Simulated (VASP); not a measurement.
# Ti (Fd-3m) in VASP: notebook

The runs below take Ti through relaxation of cell and atoms, with PBEsol.

Program: VASP 6.6.1. These are calculated values, not measurements. Logs are shortened: lines on timing, memory, paths and dates and some standing lists are left out, and cuts for length are marked.

## Step 1: The cell of the first run

The structure is cubic, space group Fd-3m (No. 227). The conventional cell has a = 4.816 Å, b = 4.816 Å, c = 4.816 Å, α = 90.00°, β = 90.00°, γ = 90.00°. Ti (site symmetry -43m) has 4 Ti at 2.09 Å within 2.8 Å.

This isn't the form of Ti at room conditions, which is hcp.

## Step 2: Relaxation of cell and atoms, PBEsol, target pressure 30 GPa, at which the enthalpy is minimised

Contents of INCAR:

```
PREC = Accurate
ENCUT = 600
EDIFF = 1E-7
ISMEAR = -1
SIGMA = 0.1
LREAL = F
LASPH = T
NELM = 80
ALGO = Normal
ISIF = 3
LWAVE = F
LCHARG = F
GGA = PS
IBRION = 2
NSW = 32
EDIFFG = -0.005
PSTRESS = 300.0
```

Contents of KPOINTS:

```
Automatic mesh
0
Gamma
  13 13 13
```

Contents of POSCAR:

```
Ti
1.0
    0.0000000000      2.4082060499      2.4082060499
    2.4082060499      0.0000000000      2.4082060499
    2.4082060499      2.4082060499      0.0000000000
Ti
2
Direct
   -0.1250000000     -0.1250000000     -0.1250000000
    0.1250000000      0.1250000000      0.1250000000
```

Potentials or basis: VASP PAW PBE potentials, release 64 (Ti_sv).

The run is started by

```bash
cat potpaw_PBE.64/Ti_sv/POTCAR > POTCAR
mpirun -np 1 vasp_std > vasp.out
```

OUTCAR:

```text
PREC = Accurate
   ENCUT = 600
   EDIFF = 1E-7
   ISMEAR = -1
   LREAL = F
   LASPH = T
   NELM = 80
   ISIF = 3
   GGA = PS
   IBRION = 2
   NSW = 32
   EDIFFG = -0.005
   PSTRESS = 300.0

 ion  position               nearest neighbor table
   1  0.875  0.875  0.875-   2 2.09   2 2.09   2 2.09   2 2.09
   2  0.125  0.125  0.125-   1 2.09   1 2.09   1 2.09   1 2.09

  LATTYP: Found a face centered cubic cell.
 ALAT       =     4.8164120998

  Lattice vectors:

 A1 = (   0.0000000000,   2.4082060499,   2.4082060499)
 A2 = (   2.4082060499,   0.0000000000,   2.4082060499)
 A3 = (   2.4082060499,   2.4082060499,   0.0000000000)

Analysis of symmetry for initial positions (statically):
=====================================================================
 Subroutine PRICEL returns:
 Original cell was already a primitive cell.

 Routine SETGRP: Setting up the symmetry group for a
 face centered cubic supercell.

 Subroutine GETGRP returns: Found 48 space group operations
 (whereof 12 operations were pure point group operations)
 out of a pool of 48 trial point group operations.

The static configuration has the point symmetry D_3d.
 The point group associated with its full space group is O_h .

Analysis of symmetry for dynamics (positions and initial velocities):
=====================================================================
 Subroutine PRICEL returns:
 Original cell was already a primitive cell.

 Routine SETGRP: Setting up the symmetry group for a
 face centered cubic supercell.

 Subroutine GETGRP returns: Found 48 space group operations
 (whereof 12 operations were pure point group operations)
 out of a pool of 48 trial point group operations.

The dynamic configuration has the point symmetry D_3d.
 The point group associated with its full space group is O_h .

 Subroutine INISYM returns: Found 48 space group operations
 (whereof 12 operations are pure point group operations),
 and found     1 'primitive' translations

----------------------------------------------------------------------------------------

                                     Primitive cell

  volume of cell :      27.9326

  direct lattice vectors                    reciprocal lattice vectors
     0.000000000  2.408206050  2.408206050    -0.207623430  0.207623430  0.207623430
     2.408206050  0.000000000  2.408206050     0.207623430 -0.207623430  0.207623430
     2.408206050  2.408206050  0.000000000     0.207623430  0.207623430 -0.207623430

  length of vectors
     3.405717657  3.405717657  3.405717657     0.359614329  0.359614329  0.359614329

  position of ions in fractional coordinates (direct lattice)
     0.875000000  0.875000000  0.875000000
     0.125000000  0.125000000  0.125000000

  ion indices of the primitive-cell ions
   primitive index   ion index
                 1           1
                 2           2

----------------------------------------------------------------------------------------

 KPOINTS: Automatic mesh

Automatic generation of k-mesh.
 Grid dimensions read from file:
 generate k-points for:   13   13   13

 Generating k-lattice:

  Cartesian coordinates                     Fractional coordinates (reciprocal lattice)
    -0.015971033  0.015971033  0.015971033     0.076923077  0.000000000  0.000000000
     0.015971033 -0.015971033  0.015971033     0.000000000  0.076923077  0.000000000
     0.015971033  0.015971033 -0.015971033     0.000000000  0.000000000  0.076923077

  Length of vectors
     0.027662641  0.027662641  0.027662641

  Shift w.r.t. Gamma in fractional coordinates (k-lattice)
     0.000000000  0.000000000  0.000000000

 Subroutine IBZKPT returns following result:
 ===========================================

 Found     84 irreducible k-points:

 Following reciprocal coordinates:
            Coordinates               Weight
  0.000000  0.000000  0.000000      1.000000
  0.076923  0.000000  0.000000      8.000000
  0.153846  0.000000  0.000000      8.000000
  0.230769  0.000000  0.000000      8.000000
  0.307692  0.000000  0.000000      8.000000
  0.384615  0.000000  0.000000      8.000000
[... 16 lines left out ...]
  0.384615  0.153846  0.000000     24.000000
  0.461538  0.153846  0.000000     24.000000
 [... further k-points ...]
   k-points           NKPTS =     84   k-points in BZ     NKDIM =     84   number of bands    NBANDS=     16
   number of dos      NEDOS =    301   number of ions     NIONS =      2
   total plane-waves  NPLWV =  21952
   dimension x,y,z NGX =    28 NGY =   28 NGZ =   28
   dimension x,y,z NGXF=    56 NGYF=   56 NGZF=   56
   ions per type =               2
   NGX,Y,Z   is equivalent  to a cutoff of  13.67, 13.67, 13.67 a.u.
   NGXF,Y,Z  is equivalent  to a cutoff of  27.34, 27.34, 27.34 a.u.
 SYSTEM =  unknown system
   PREC   = accura    normal or accurate (medium, high low for compatibility)
   ISTART =      0    job   : 0-new  1-cont  2-samecut
   ICHARG =      2    charge: 1-file 2-atom 10-const
   ISPIN  =      1    spin polarized calculation?
   LNONCOLLINEAR =      F non collinear calculations
   LSORBIT =      F    spin-orbit coupling
   LASPH  =      T    aspherical Exc in radial PAW
   ENCUT  =  600.0 eV  44.10 Ry    6.64 a.u.   6.80  6.80  6.80*2*pi/ulx,y,z
   NELM   =     80;   NELMIN=  2; NELMDL= -5     # of ELM steps
   EDIFF  = 0.1E-06   stopping-criterion for ELM
   LREAL  =      F    real-space projection
   EDIFFG = -.5E-02   stopping-criterion for IOM
   NSW    =     32    number of steps for IOM
   IBRION =      2    ionic relax: 0-MD 1-quasi-New 2-CG
   NFREE  =      1    steps in history (QN), initial steepest desc. (CG)
   ISIF   =      3    stress and relaxation
   ISYM   =      2    0-nonsym 1-usesym 2-fastsym
   POTIM  = 0.5000    time-step for ionic-motion
   TEBEG  =    0.0;   TEEND  =   0.0 temperature during run
   PSTRESS=  300.0 pullay stress
   NELECT =      24.0000    total number of electrons
   NUPDOWN=      -1.0000    fix difference up-down
   EMIN   =  10.00;   EMAX   =-10.00  energy-range for DOS
   EFERMI =   0.00;   METHOD = LEGACY
   ISMEAR =    -1;   SIGMA  =   0.10  broadening in eV -4-tet -1-fermi 0-gaus
   EFERMI_NEDOS =   21; number of points for ismear=-14 and -15
   IALGO  =     38    algorithm
   IMIX   =      4    mixing-type and parameters
     AMIX     =   0.40;   BMIX     =  1.00
     AMIX_MAG =   1.60;   BMIX_MAG =  1.00
  volume/ion in A,a.u.               =      13.97        94.25
  Fermi-wavevector in a.u.,A,eV,Ry     =   1.556354  2.941082 32.956528  2.422236
  Thomas-Fermi vector in A             =   2.660162
   LORBIT       =      0    0 simple, 1 ext, 2 COOP (PROOUT), +10 PAW based schemes
   GGA     = PS    functional components
   LHFCALC =     F    Hartree Fock is set to
   AEXX    =    0.0000 exact exchange contribution
   IVDW    =     0    specifies the selected vdW correction
   LEPSILON=     F    determine dielectric tensor
   LRPA    =     F    only Hartree local field effects (RPA)
 conjugate gradient relaxation of ions
 non-spin polarized calculation
  energy-cutoff  :      600.00
  volume of cell :       27.93
 maximum number of plane-waves:       950
   NGX = 13   NGY = 13   NGZ = 13

--------------------------------------- Ionic step        1  -------------------------------------------

 number of electron      24.0000001 magnetization

 Free energy of the ion-electron system (eV)
  ---------------------------------------------------
  ext. energy  EPLUGINS =         0.00000000
  ---------------------------------------------------
  free energy    TOTEN  =       -10.99955823 eV

  energy without entropy =      -10.88805291  energy(sigma->0) =      -10.94380557

------------------------ aborting loop because EDIFF is reached ----------------------------------------

  FORCE on cell =-STRESS in cart. coord.  units (eV):
  Direction    XX          YY          ZZ          XY          YZ          ZX
  --------------------------------------------------------------------------------------
  -------------------------------------------------------------------------------------
  Total        5.6937332      5.6937332      5.6937332      0.0000000      0.0000000      0.0000000
  in kB      326.5854042    326.5854042    326.5854042      0.0000000      0.0000000      0.0000000
  external PRESSURE =      26.5854042 kB  Pullay stress =     300.0000000 kB
[... 61 lines left out ...]
  enthalpy is  TOTEN    =        -5.7691700094 eV   P V=        5.4076317645

--------------------------------------- Ionic step        3  -------------------------------------------

 number of electron      23.9999995 magnetization

 Free energy of the ion-electron system (eV)
  ---------------------------------------------------
  ext. energy  EPLUGINS =         0.00000000
  ---------------------------------------------------
  free energy    TOTEN  =       -11.08996240 eV

  energy without entropy =      -10.97547067  energy(sigma->0) =      -11.03271654

 E-fermi :  10.3973     XC(G=0): -12.3116

 val. band max:       10.3944355526   @ k =   0.3077   0.1538   0.0769
 cond. band min:      10.4022072676   @ k =   0.2308   0.0769   0.0000
 fundamental gap:      0.0077717150
 Fermi energy:        10.3972578840

 k-point     1 :       0.0000    0.0000    0.0000
  band No.  band energies     occupation
      1     -46.5722      2.00000
      2     -44.3920      2.00000
      3     -23.1663      2.00000
      4     -23.1663      2.00000
      5     -23.1663      2.00000
      6     -21.0302      2.00000
[... 8 lines left out ...]
     15      13.0595      0.00000
     16      13.0595      0.00000
[... 420 lines left out ...]
  band No.  band energies     occupation
      1     -46.0417      2.00000
      2     -45.0033      2.00000
      3     -23.6913      2.00000
      4     -23.5560      2.00000
      5     -22.9089      2.00000
      6     -21.2014      2.00000
[... 8 lines left out ...]
     15      11.8065      0.00000
     16      13.5111      0.00000

 [... further k-points ...]

------------------------ aborting loop because EDIFF is reached ----------------------------------------

  FORCE on cell =-STRESS in cart. coord.  units (eV):
  Direction    XX          YY          ZZ          XY          YZ          ZX
  --------------------------------------------------------------------------------------
  -------------------------------------------------------------------------------------
  Total        5.3145700      5.3145700      5.3145700     -0.0000000      0.0000000     -0.0000000
  in kB      299.8695861    299.8695861    299.8695861     -0.0000000      0.0000000     -0.0000000
  external PRESSURE =      -0.1304139 kB  Pullay stress =     300.0000000 kB
[... 17 lines left out ...]
  FREE ENERGIE OF THE ION-ELECTRON SYSTEM (eV)
  ---------------------------------------------------
  free  energy   TOTEN  =       -11.0899623986 eV

  energy  without entropy=      -10.9754706744  energy(sigma->0) =      -11.03271654

  enthalpy is  TOTEN    =        -5.7730811274 eV   P V=        5.3168812712

 reached required accuracy - stopping structural energy minimisation
```

Wall time 2.3 min (1 thread of Intel Xeon Platinum 8488C (Sapphire Rapids), shared host); peak memory 0.18 GiB.

What came out:

| Property | Result |
| --- | --- |
| Free energy | -11.0900 eV |
| Relaxed volume | 14.20 Å³/atom |
| Relaxed cell | a = 3.424 Å, b = 3.424 Å, c = 3.424 Å, α = 60.00°, β = 60.00°, γ = 60.00° |
| Space group after relaxing (to 0.1 Å) | Fd-3m (No. 227) |
| Energy change on relaxing (the run minimises the enthalpy) | -45.2 meV/atom |
| Ionic steps | 3 |
| Pressure after relaxing | 30.0 GPa |
| Band gap on the k mesh | zero (bands 12 and 13 overlap by 1.42 eV) |

The path:
| step | energy change (eV) | largest force (eV/Å) | pressure (GPa) | volume (Å³) |
| --- | --- | --- | --- | --- |
| 1 | 0.0000 | 0.0000 | 32.66 | 27.93 |
| 2 | -0.1772 | 0.0000 | 27.46 | 28.88 |
| 3 | -0.0904 | 0.0000 | 29.99 | 28.40 |

Final structure:
```
CELL_PARAMETERS angstrom
0.00000 2.42143 2.42143
2.42143 0.00000 2.42143
2.42143 2.42143 0.00000
ATOMIC_POSITIONS crystal
Ti 0.87500 0.87500 0.87500
Ti 0.12500 0.12500 0.12500
```

Caveat: the cell is relaxed towards a set pressure, so the run minimises the enthalpy, not the energy; atoms lie so close that the PAW spheres overlap strongly, which falsifies energies and pressures; the PAW data sets were made with another functional, which shifts forces and pressure a little.

[end of part 1 of 2]
